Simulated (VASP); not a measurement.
# TlSiW2 (I4/mcm) in VASP: notebook, part 2 of 2

VASP 6.6.1. The steps go on from the part before.

## 5. Single point, PBE+U

INCAR reads:

```
SYSTEM = TlSiW2
PREC     = Accurate       ! precision mode
ENCUT    = 520            ! plane-wave cutoff, eV
EDIFF    = 1E-6           ! SCF threshold, eV
ISMEAR   = -1             ! smearing method
SIGMA    = 0.1            ! smearing width, eV
LREAL    = .FALSE.        ! projectors in reciprocal space
LASPH    = .TRUE.         ! aspherical terms in the spheres
NELM     = 150            ! most SCF steps
ALGO     = Normal         ! electronic algorithm
ISIF     = 2              ! what is computed and relaxed
LWAVE    = .FALSE.        ! write WAVECAR
LCHARG   = .TRUE.         ! write CHGCAR
LMAXMIX  = 4              ! l up to which the mixer works
LDAU     = .TRUE.         ! DFT+U
LDAUTYPE = 2            
LDAUL    = -1 -1 2        ! shell
LDAUU    = 0 0 6          ! U, eV
LDAUJ    = 0 0 0        
LDAUPRINT= 1            
GGA      = PE             ! functional
LELF     = .TRUE.         ! ELF
LVHAR    = .TRUE.       
NBANDS   = 55             ! bands
```

KPOINTS reads:

```
Automatic mesh
0
G
  4 4 4
  0 0 0
```

POSCAR reads:

```
TlSiW2
1.0
    0.0000000000      0.0000000000      5.8307960000
    3.6586720000     -3.6586720000      2.9153980000
    3.6586720000      3.6586720000     -2.9153980000
Tl Si W
2 2 4
Direct
    0.2500000000      0.0000000000      0.0000000000
    0.7500000000      0.0000000000      0.0000000000
    0.7500000000      0.5000000000      0.5000000000
    0.2500000000      0.5000000000      0.5000000000
    0.6570000000      0.5000000000      0.8140000000
    0.1570000000      0.1860000000      0.5000000000
    0.3430000000      0.5000000000      0.1860000000
    0.8430000000      0.8140000000      0.5000000000
```

Potentials or basis: VASP PAW PBE potentials, release 64 (Tl_d, Si, W_sv).

On the command line:

```
> cat potpaw_PBE.64/Tl_d/POTCAR potpaw_PBE.64/Si/POTCAR potpaw_PBE.64/W_sv/POTCAR > POTCAR
> mpirun -np 1 vasp_std > vasp.out
```

OUTCAR:

```text
SYSTEM = TlSiW2
   PREC = Accurate
   ENCUT = 520
   EDIFF = 1E-6
   ISMEAR = -1
   LREAL = .FALSE.
   LASPH = .TRUE.
   NELM = 150
   ISIF = 2
   GGA = PE

 ion  position               nearest neighbor table
   1  0.250  0.000  0.000-   2 2.92   2 2.92   8 3.12   5 3.12   7 3.12   6 3.12   7 3.12   8 3.12
                             6 3.12   5 3.12
   2  0.750  0.000  0.000-   1 2.92   1 2.92   6 3.12   7 3.12   8 3.12   5 3.12   8 3.12   5 3.12
                             7 3.12   6 3.12
   3  0.750  0.500  0.500-   6 2.18   7 2.18   5 2.18   8 2.18   4 2.92   4 2.92
   4  0.250  0.500  0.500-   5 2.18   8 2.18   7 2.18   6 2.18   3 2.92   3 2.92
[... 1095 lines left out ...]
  in kB       81.2107731     81.2107731    388.1117178      0.0000000      0.0000000      0.0000000
  external PRESSURE =     183.5110880 kB  Pullay stress =       0.0000000 kB

 VOLUME and BASIS-vectors are now :
 -----------------------------------------------------------------------------
  energy-cutoff  :      520.00
  volume of cell :      156.10
      direct lattice vectors                 reciprocal lattice vectors
     0.000000000  0.000000000  5.830796000     0.000000000  0.136661608  0.171503170
     3.658672000 -3.658672000  2.915398000     0.136661608 -0.136661608  0.000000000
     3.658672000  3.658672000 -2.915398000     0.136661608  0.136661608  0.000000000

 POSITION                                       TOTAL-FORCE (eV/Angst)
 -----------------------------------------------------------------------------------
      0.00000      0.00000      1.45770        -0.000000      0.000000     -0.000000
      0.00000      0.00000      4.37310         0.000000      0.000000     -0.000000
      3.65867      0.00000      4.37310         0.000000      0.000000     -0.000000
      3.65867      0.00000      1.45770        -0.000000      0.000000     -0.000000
      4.80750      1.14882      2.91540         4.236084      4.236084     -0.000000
      2.50985      1.14882     -0.00000        -4.236084      4.236084     -0.000000
      2.50985     -1.14882      2.91540        -4.236084     -4.236084      0.000000
      4.80750     -1.14882      5.83080         4.236084     -4.236084      0.000000
 -----------------------------------------------------------------------------------
    total drift:                               -0.000000     -0.000000      0.000000

  FREE ENERGIE OF THE ION-ELECTRON SYSTEM (eV)
  ---------------------------------------------------
  free  energy   TOTEN  =       -25.9039589308 eV

  energy  without entropy=      -25.6838187394  energy(sigma->0) =      -25.79388884
```

stdout:

```text
POSCAR found type information on POSCAR TlSiW
 POSCAR found :  3 types and       8 ions
 scaLAPACK will be used
 LDA part: xc-table for (Slater+PW92), standard interpolation
 POSCAR, INCAR and KPOINTS ok, starting setup
 FFT: planning ... GRIDC
 FFT: planning ... GRID_SOFT
 FFT: planning ... GRID
 WAVECAR not read
 entering main loop
```

It took 4.8 min on 1 thread of Intel Xeon 8259CL, shared host; peak memory 0.37 GiB.

Results:

```yaml
Free_energy: -25.9040 eV
Pressure: 18.4 GPa
Largest_force: 5.991 eV/Å
Band_gap_on_the_k_mesh: zero (bands 45 and 46 overlap by 0.79 eV)
```

Forces on the atoms (eV/Å):
```
Tl   0.000  0.000  0.000
Tl   0.000  0.000  0.000
Si   0.000  0.000  0.000
Si   0.000  0.000  0.000
W    4.236  4.236  0.000
W   -4.236  4.236  0.000
W   -4.236 -4.236  0.000
W    4.236 -4.236  0.000
```

Stress tensor (GPa, compression positive):
```
 8.12  0.00  0.00
 0.00  8.12  0.00
 0.00  0.00 38.81
```

Levels at points of the mesh, in eV from the Fermi level:
| k point | band 42 | band 43 | band 44 | band 45 | band 46 | band 47 | band 48 | band 49 |
| --- | --- | --- | --- | --- | --- | --- | --- | --- |
| (0.00, 0.00, 0.00) | -2.40 | -1.54 | -0.64 | -0.07 | -0.07 | 0.51 | 0.51 | 0.68 |
| (0.50, 0.00, 0.00) | -1.60 | -0.83 | -0.83 | 0.11 | 0.11 | 0.71 | 0.71 | 1.23 |
| (0.00, 0.50, 0.00) | -1.23 | -0.29 | -0.26 | -0.12 | -0.08 | 0.64 | 0.69 | 1.07 |
| (0.00, 0.50, 0.50) | -0.77 | -0.47 | -0.47 | -0.23 | -0.20 | -0.07 | 0.36 | 0.77 |

Eigenvalues of the final occupation matrices:
```csv
site,spin,trace,eigenvalues
site 5 d,1,1.77,0.18 0.21 0.29 0.48 0.60
site 5 d,2,1.77,0.18 0.21 0.29 0.48 0.60
site 6 d,1,1.77,0.18 0.21 0.29 0.48 0.60
site 6 d,2,1.77,0.18 0.21 0.29 0.48 0.60
site 7 d,1,1.77,0.18 0.21 0.29 0.48 0.60
site 7 d,2,1.77,0.18 0.21 0.29 0.48 0.60
site 8 d,1,1.77,0.18 0.21 0.29 0.48 0.60
site 8 d,2,1.77,0.18 0.21 0.29 0.48 0.60
```

Caveat: the cell stands under pressure; spin-orbit coupling is left out, which moves the levels of the heavy elements; U without spin polarisation on a metal has little footing; the U is typed as a test and isn't derived for this compound; forces of over 1 eV/Å act on the atoms, so gaps and moduli don't describe the material at rest.

## 6. Summary

| level | U | smearing | gap on the mesh (eV) | pressure (GPa) | largest force (eV/Å) |
| --- | --- | --- | --- | --- | --- |
| PBE | - | fermi-dirac 0.1 eV | none | 13.7 | 5.53 |
| PBE | - | fermi-dirac 0.025 eV | none | 13.6 | 5.49 |
| PBE+U | W d U = 6.0 eV | fermi-dirac 0.1 eV | none | 18.4 | 5.99 |

Alike in all rows: task single point; potentials or basis VASP PAW PBE potentials, release 64 (Tl_d, Si, W_sv); no spin polarisation; cell as given; k mesh 4 × 4 × 4; cutoff (eV) 520.

The pressure there spans 13.6 GPa (PBE) to 18.4 GPa (PBE+U); a positive pressure means that this level wants a larger cell, a negative one a smaller.

Caveats: the cell stands under pressure; spin-orbit coupling is left out, which moves the levels of the heavy elements; forces of over 1 eV/Å act on the atoms, so gaps and moduli don't describe the material at rest; U without spin polarisation on a metal has little footing (at least some runs); the U is typed as a test and isn't derived for this compound (at least some runs).

Total energies depend on the potentials used, so only differences within one code and one set of settings carry meaning.
